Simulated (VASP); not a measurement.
Here is a VASP 6.6.1 calculation.

INCAR

```
SYSTEM = RbBr
PREC     = Accurate       ! precision mode
ENCUT    = 500            ! plane-wave cutoff, eV
EDIFF    = 1E-6           ! SCF threshold, eV
ISMEAR   = 0              ! smearing method
SIGMA    = 0.02           ! smearing width, eV
LREAL    = .False.        ! projectors in reciprocal space
LASPH    = .True.         ! aspherical terms in the spheres
NELM     = 120            ! most SCF steps
ALGO     = Normal         ! electronic algorithm
ISIF     = 2              ! what is computed and relaxed
LWAVE    = .False.        ! write WAVECAR
LCHARG   = .False.        ! write CHGCAR
GGA      = PE             ! functional
NBANDS   = 15             ! bands
GGA_COMPAT= .False.
```

The input KPOINTS:

```
regular mesh
0
Gamma
  6 6 6
  0 0 0
```

The input POSCAR:

```
RbBr
1.0
    0.0000000000      3.5774943122      3.5774943122
    3.5774943122      0.0000000000      3.5774943122
    3.5774943122      3.5774943122      0.0000000000
Rb Br
1 1
Direct
    0.0000000000      0.0000000000      0.0000000000
    0.5000000000      0.5000000000      0.5000000000
```

Potentials or basis: VASP PAW PBE potentials, release 64 (Rb_sv, Br).

Run with:

```bash
$ cat potpaw_PBE.64/Rb_sv/POTCAR potpaw_PBE.64/Br/POTCAR > POTCAR
$ mpirun -np 1 vasp_std > vasp.out
```

Q: Estimate the pressure.

A: -0.6 GPa.

Q: What does it give for the band gap on the k mesh?

A: 4.06 eV, direct.
